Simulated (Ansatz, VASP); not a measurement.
## Two plane-wave programs on BAs

```
B As
1.0
     0.00000    2.43970    2.43970
     2.43970    0.00000    2.43970
     2.43970    2.43970    0.00000
B As
1 1
Direct
  0.00000 0.00000 0.00000
  0.25000 0.25000 0.25000
```

Change from the starting cell: hydrostatic strain +2.0%.

Alike in both runs: task single point; functional HSE06; k mesh 6 × 6 × 6; no spin polarisation.

```csv
,VASP,Ansatz
version,VASP 6.6.1,Ansatz 0.2.0
potentials or method,"VASP PAW PBE potentials, release 64 (B, As)","plane waves, PAW"
plane-wave cutoff (eV),520,420
occupations,"gaussian, width 0.01 eV",fixed
valence electrons in the cell,8,18
```

VASP gave:

```
gap on the k mesh at the Fermi level (eV) : 1.99
pressure (GPa)                            : -8.7
```

Question: What did Ansatz give for the same quantities?

Answer: gap on the k mesh at the Fermi level (eV): 1.98; pressure (GPa): -8.5.

VASP's potentials hold 8 valence electrons a cell and Ansatz's 18, so a difference there can come from the potentials and not from the codes. Ansatz's warnings: stress exchange threshold loose, stress scf threshold loose.
